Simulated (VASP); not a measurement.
## ZrC: density of states with PBEsol

Crystal: ZrC.

```
Zr C
1.0
     0.00000    2.35021    2.35021
     2.35021    0.00000    2.35021
     2.35021    2.35021    0.00000
Zr C
1 1
Cartesian
  2.3502 2.3502 2.3502
  0.0000 0.0000 0.0000
```

```
Program                 : VASP 6.6.1
Task                    : density of states
Functional              : PBEsol
Potentials or basis     : VASP PAW PBE potentials, release 64 (Zr_sv, C)
Cutoff                  : 520 eV
k mesh                  : 15 × 15 × 15
Occupations             : fermi-dirac, width 0.05 eV
Spin                    : no spin polarisation
Dipole correction       : no
k mesh for the DOS      : 23 × 23 × 23
Occupations for the DOS : tetrahedron
Further INCAR settings  : ALGO = Normal; EDIFF = 1e-06; NBANDS = 15
```

```json
{"Valence electrons inside the program's atomic spheres": "Zr 9.86; C 2.34"}
```

Levels at points of the mesh, in eV from the Fermi level:
| k point | band 4 | band 5 | band 6 | band 7 | band 8 | band 9 | band 10 | band 11 | band 12 | band 13 |
| --- | --- | --- | --- | --- | --- | --- | --- | --- | --- | --- |
| (0.00, 0.00, 0.00) | -25.73 | -11.30 | 0.93 | 0.93 | 0.93 | 1.04 | 1.04 | 1.04 | 2.79 | 2.79 |

Wall time 100 s on 1 thread of AMD EPYC 9R14 (Zen 4), on a shared host, peak memory 0.23 GiB.
